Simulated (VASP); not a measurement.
Write the native input for VASP 6.6.1 that does the following.

```
Task                   : single point
Functional             : PBEsol
Potentials or basis    : VASP PAW PBE potentials, release 64 (Ge_d)
Cutoff                 : 520 eV
k mesh                 : 7 × 5 × 7
Occupations            : fermi-dirac, width 0.02 eV
Spin                   : no spin polarisation
Dipole correction      : no
Further INCAR settings : ALGO = Normal; EDIFF = 1e-06; NBANDS = 36
```

The structure of Ge lies in POSCAR:

```
Ge
1.0
   -2.8378164400      2.8378164400      0.0000000000
    0.0000000000      0.0000000000      5.6756328800
    2.8378164400      2.8378164400      0.0000000000
Ge
4
Direct
    0.5000000000      0.3750000000      0.2500000000
    0.0000000000      0.8750000000      0.7500000000
    0.0000000000      0.1250000000      0.2500000000
    0.5000000000      0.6250000000      0.7500000000
```

The input as run:

INCAR

```
PREC = Accurate
ENCUT = 520
EDIFF = 1E-6
ISMEAR = -1
SIGMA = 0.02
LREAL = False
LASPH = True
NELM = 60
ALGO = Normal
ISIF = 2
LWAVE = False
LCHARG = False
GGA = PS
NBANDS = 36
```

KPOINTS

```
regular mesh
0
Gamma
  7 5 7
```

Potentials or basis: VASP PAW PBE potentials, release 64 (Ge_d).

Command:

```bash
$ cat potpaw_PBE.64/Ge_d/POTCAR > POTCAR
$ mpirun -np 1 vasp_std > vasp.out
```

Results of the run:

| Property | Result |
| --- | --- |
| Pressure | -0.1 GPa |
| Band gap on the k mesh | zero (filled and empty bands touch) |

Caveat: semilocal functionals underestimate gaps, so a narrow gap can read as zero; the PAW data sets were made with another functional, which shifts forces and pressure a little.

Wall time 89 s on 1 thread of AMD EPYC 7R13 (shared host), peak memory 0.19 GiB.
